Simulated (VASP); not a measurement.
ZrS2, 3 atoms in the cell. The structure is trigonal, space group P-3m1 (No. 164). The conventional cell has a = 3.592 Å, b = 3.592 Å, c = 5.609 Å, α = 90.00°, β = 90.00°, γ = 120.00°. Zr (site symmetry -3m) has 6 S at 2.54 Å within 3.3 Å. Within 3.4 Å of S (site symmetry 3m) lie 3 Zr at 2.54 Å and 3 S at 3.39 Å. 

| Item | Value |
| --- | --- |
| Program | VASP 6.6.1 |
| Task | vibrations by perturbation theory |
| Functional | PBEsol |
| Potentials or basis | VASP PAW PBE potentials, release 64 (Zr_sv, S) |
| Cutoff | 500 eV |
| k mesh | 12 × 12 × 6 |
| Occupations | gaussian, width 0.01 eV |
| Spin | no spin polarisation |
| Dipole correction | no |
| Further INCAR settings | ALGO = Normal; EDIFF = 1e-08; IBRION = 8; NSW = 1 |

Potentials or basis: VASP PAW PBE potentials, release 64 (Zr_sv, S).

Launch:

```console
$ cat potpaw_PBE.64/Zr_sv/POTCAR potpaw_PBE.64/S/POTCAR > POTCAR
$ mpirun -np 1 vasp_std > vasp.out
```

Hardware: 1 thread of Intel(R) Xeon(R) Platinum 8488C (Sapphire Rapids), with other jobs on the host.

Estimate the wall time of this run.

It took 45 min on 1 thread of Intel(R) Xeon(R) Platinum 8488C (Sapphire Rapids), on a shared host, peak memory 0.96 GiB. Counts: scf iterations 282, k points 100.
